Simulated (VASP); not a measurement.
Wanted: the native input for a VASP 6.6.1 run.

- Task: relaxation of cell and atoms
- Functional: PBE
- Potentials or basis: VASP PAW PBE potentials, release 64 (Cr_pv)
- Cutoff: 600 eV
- k mesh: 27 × 27 × 24
- Occupations: gaussian, width 0.1 eV
- Spin: no spin polarisation
- Dipole correction: no
- Further INCAR settings: ALGO = Fast; EDIFF = 1e-07; IBRION = 2; EDIFFG = -0.01; NSW = 100; ISIF = 3

The structure of Cr lies in POSCAR:

```
Cr
1.0
    2.4973049706      0.0000000000      0.0000000000
   -1.2486524853      2.1627295455      0.0000000000
    0.0000000000      0.0000000000      2.2877652940
Cr
1
Direct
    0.0000000000      0.0000000000      0.0000000000
```

This isn't the form of Cr at room conditions, which is bcc.

The input as run:

INCAR

```
SYSTEM = Cr
PREC = Accurate
ENCUT = 600
EDIFF = 1E-7
ISMEAR = 0
SIGMA = 0.1
LREAL = .FALSE.
LASPH = .TRUE.
NELM = 100
ALGO = Fast
ISIF = 3
LWAVE = .FALSE.
LCHARG = .FALSE.
GGA = PE
IBRION = 2
NSW = 100
EDIFFG = -0.01
```

KPOINTS

```
Automatic mesh
0
G
  27 27 24
  0 0 0
```

Potentials or basis: VASP PAW PBE potentials, release 64 (Cr_pv).

Run with:

```console
$ cat potpaw_PBE.64/Cr_pv/POTCAR > POTCAR
$ mpirun -np 1 vasp_std > vasp.out
```

It gave:

The relaxed volume is 12.27 Å³/atom. The relaxed cell is a = 2.515 Å, b = 2.515 Å, c = 2.240 Å, α = 90.00°, β = 90.00°, γ = 120.00° and the space group after relaxing (to 0.1 Å) is P6/mmm (No. 191). The energy gained by relaxing is 5.8 meV/atom and the ionic steps are 5. The pressure after relaxing is 0.0 GPa. The band gap on the k mesh is zero (bands 6 and 7 overlap by 1.08 eV).

Caveat: the run has no spin polarisation, though such a crystal can be magnetic.

It took 3 min on 1 thread of Intel(R) Xeon(R) 6975P-C (Granite Rapids) (shared host), peak memory 0.28 GiB.
